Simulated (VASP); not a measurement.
Here is a VASP 6.6.1 calculation.

POSCAR

```
Mg7CdO8
1.0
    8.5882230000      0.0000000000      0.0000000000
    0.0000000000      8.5882230000      0.0000000000
    0.0000000000      0.0000000000      8.5882230000
O Mg Cd
32 28 4
Direct
    0.2505050000      0.9982750000      0.0000890000
    0.2507380000      0.9988800000      0.4994570000
    0.2501480000      0.5024750000      0.9999530000
    0.2503620000      0.5007930000      0.4995810000
    0.7494730000      0.9885660000      0.0001800000
    0.7500210000      0.9978880000      0.4997940000
    0.7489760000      0.5175490000      0.0006240000
    0.7492110000      0.5019980000      0.4998010000
    0.0121570000      0.2516390000      0.9994220000
    0.0016980000      0.2506870000      0.5005160000
    0.0019440000      0.7501250000      0.9979700000
    0.0007150000      0.7493370000      0.5019750000
    0.4875720000      0.2506210000      0.9971200000
    0.4986340000      0.2501700000      0.5014060000
    0.4982420000      0.7494470000      0.9864860000
    0.5009500000      0.7488710000      0.5126650000
    0.0028970000      0.0024230000      0.2494700000
    0.0025690000      0.0010290000      0.7503050000
    0.0139090000      0.4980990000      0.2497320000
    0.0142260000      0.4991220000      0.7504930000
    0.4987050000      0.0122370000      0.2493140000
    0.4980130000      0.0016370000      0.7499660000
    0.4843010000      0.4848280000      0.2485800000
    0.4853710000      0.4968070000      0.7498240000
    0.2483140000      0.2471840000      0.2516400000
    0.2494000000      0.2472790000      0.7478320000
    0.2385540000      0.7519720000      0.2503190000
    0.2486610000      0.7523190000      0.7490960000
    0.7525370000      0.2354500000      0.2634380000
    0.7504260000      0.2345860000      0.7363410000
    0.7653940000      0.7657910000      0.2526840000
    0.7530450000      0.7644050000      0.7485860000
    0.0029690000      0.9985020000      0.9998320000
    0.0010170000      0.9999810000      0.4999850000
    0.0077440000      0.5027160000      0.9998220000
    0.0051560000      0.5000810000      0.5000950000
    0.4976430000      0.0000280000      0.9976030000
    0.4998950000      0.0015100000      0.5017740000
    0.4921030000      0.5002200000      0.9971050000
    0.4950190000      0.4975960000      0.5024030000
    0.2498210000      0.2494050000      0.9996790000
    0.2498520000      0.2491360000      0.4999030000
    0.2483860000      0.7508940000      0.9976230000
    0.2483950000      0.7503920000      0.5017670000
    0.7503210000      0.2448930000      0.5000120000
    0.7531690000      0.7549230000      0.9969530000
    0.7530110000      0.7545480000      0.5024440000
    0.2486310000      0.0013090000      0.2500170000
    0.2499900000      0.9998260000      0.7494900000
    0.2484390000      0.4980030000      0.2500900000
    0.2497480000      0.5000510000      0.7494090000
    0.7528020000      0.0003600000      0.2519550000
    0.7504620000      0.9987640000      0.7479120000
    0.0046210000      0.2479970000      0.2523250000
    0.0048050000      0.2477410000      0.7476050000
    0.0025450000      0.7525040000      0.2502180000
    0.0027100000      0.7525590000      0.7496650000
    0.4949810000      0.2477460000      0.2523100000
    0.4950010000      0.2473750000      0.7474890000
    0.4977060000      0.7525320000      0.7495470000
    0.7498750000      0.2487070000      0.9999900000
    0.7508750000      0.4998890000      0.2506830000
    0.7499260000      0.5004280000      0.7495820000
    0.5008260000      0.7499800000      0.2495740000
```

File INCAR.step1:

```
ALGO = Normal
EDIFF = 1E-5
ENCUT = 520
GGA = PE
ISIF = 2
ISMEAR = -1
LASPH = T
LCHARG = F
LREAL = Auto
LWAVE = T
NBANDS = 186
NELM = 60
PREC = Accurate
SIGMA = 0.05
```

The input INCAR.step2:

```
ALGO = Normal
EDIFF = 1E-6
ENCUT = 520
GGA = PE
HFSCREEN = 0.2079
ISIF = 2
ISMEAR = -1
ISTART = 1
LASPH = T
LCHARG = F
LHFCALC = T
LREAL = Auto
LWAVE = F
NBANDS = 186
NELM = 60
PREC = Accurate
PRECFOCK = Fast
SIGMA = 0.05
```

The input KPOINTS:

```
k-points
0
Gamma
  1 1 1
```

Potentials or basis: VASP PAW PBE potentials, release 64 (O, Mg, Cd).

Run with:

```bash
$ cat potpaw_PBE.64/O/POTCAR potpaw_PBE.64/Mg/POTCAR potpaw_PBE.64/Cd/POTCAR > POTCAR
$ cp INCAR.step1 INCAR
$ mpirun -np 1 vasp_gam > vasp.out
$ cp INCAR.step2 INCAR
$ mpirun -np 1 vasp_gam > vasp.out
```

Task: Predict the pressure.

Result: -1.1 GPa.

Task: Estimate the largest force.

Result: 0.144 eV/Å.

Forces on the atoms (eV/Å):
```
O    0.012 -0.025  0.011
O    0.009 -0.011 -0.007
O    0.007  0.026  0.009
O    0.010  0.014 -0.008
O    0.000 -0.076  0.020
O   -0.016 -0.027 -0.008
O   -0.028  0.056 -0.008
O   -0.012  0.025 -0.009
O    0.020  0.005 -0.016
O   -0.011  0.024  0.003
O   -0.005 -0.024 -0.012
O   -0.019 -0.022  0.018
O   -0.020  0.032 -0.009
O    0.009  0.022  0.011
O    0.019 -0.006 -0.052
O    0.002 -0.033  0.048
O    0.010  0.032 -0.014
O    0.009  0.011  0.011
O    0.075 -0.030 -0.022
O    0.066 -0.024 -0.009
O   -0.017  0.067 -0.024
O   -0.010  0.026  0.012
O   -0.041 -0.041  0.028
O   -0.061 -0.018  0.030
O   -0.020 -0.025  0.019
O   -0.002 -0.024 -0.019
O   -0.054  0.029  0.017
O   -0.018  0.021 -0.001
O    0.011 -0.081  0.063
O    0.028 -0.052 -0.032
O    0.034  0.064 -0.020
O    0.007  0.084 -0.030
Mg   0.045 -0.049  0.005
Mg  -0.005 -0.001 -0.003
Mg   0.136  0.048  0.004
Mg   0.090  0.002 -0.001
Mg  -0.047 -0.001 -0.046
Mg   0.008  0.050  0.049
Mg  -0.134 -0.003 -0.047
Mg  -0.088 -0.046  0.043
Mg   0.003  0.002  0.001
Mg   0.002 -0.001 -0.003
Mg  -0.046 -0.002 -0.046
Mg  -0.048 -0.002  0.046
Mg   0.000 -0.100 -0.002
Mg   0.047  0.069 -0.041
Mg   0.048  0.093  0.043
Mg  -0.051  0.051 -0.002
Mg   0.002 -0.001 -0.001
Mg  -0.041 -0.053 -0.003
Mg   0.001 -0.002  0.001
Mg   0.054 -0.006  0.055
Mg   0.001 -0.044 -0.058
Mg   0.091 -0.046  0.046
Mg   0.088 -0.043 -0.044
Mg   0.032  0.050 -0.001
Mg   0.040  0.045  0.000
Mg  -0.098 -0.035  0.045
Mg  -0.090 -0.043 -0.042
Mg  -0.043  0.046  0.002
Cd  -0.003 -0.069  0.001
Cd   0.047 -0.007  0.036
Cd   0.003  0.037 -0.039
Cd  -0.038  0.042 -0.001
```

Caveat: the k points lie up to 0.73 Å⁻¹ apart; the PAW data sets were made with another functional, which shifts forces and pressure a little.
